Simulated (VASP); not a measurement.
Runs of VASP 6.6.1 on BN (zinc blende). The structure is that of space group F-43m (No. 216), or close to it. The cells are those of the table. 

| task | cell | cutoff (eV) | gap on the mesh (eV) | pressure (GPa) |
| --- | --- | --- | --- | --- |
| single point | a = 2.344 Å, angles 60.0°, 2 atoms | 600 | 4.51 | 154.5 |
| single point | a = 2.403 Å, angles 60.0°, 2 atoms | 520 | 4.45 | (b) |
| single point | a = 2.582 Å, angles 60.0°, 2 atoms | 600 | 4.25 | -13.3 |
| single point | a = 2.323 Å, angles 60.0°, 2 atoms | 600 | 4.53 | 180.0 |
| single point | a = 2.522 Å, angles 60.0°, 2 atoms | 600 | 4.32 | 13.9 |
| single point | a = 2.486 Å, angles 60.0°, 2 atoms | 600 | 4.36 | 34.0 |
| single point | a = 2.373 Å, angles 60.0°, 2 atoms | 600 | (a) | 123.6 |
| single point | a = 2.556 Å, angles 60.0°, 2 atoms | 600 | (c) | -2.7 |
| single point | a = 2.431 Å, angles 60.0°, 2 atoms | 600 | 4.42 | (d) |

Alike in all rows: level PBEsol; potentials or basis VASP PAW PBE potentials, release 64 (B, N); no spin polarisation; k mesh 10 × 10 × 10; smearing gaussian 0.01 eV.

Question: Estimate the missing entries.

Answer: (a) 4.48; (b) 95.5; (c) 4.28; (d) 72.3.

Caveats: the PAW data sets were made with another functional, which shifts forces and pressure a little.

A k mesh can miss the band edges.
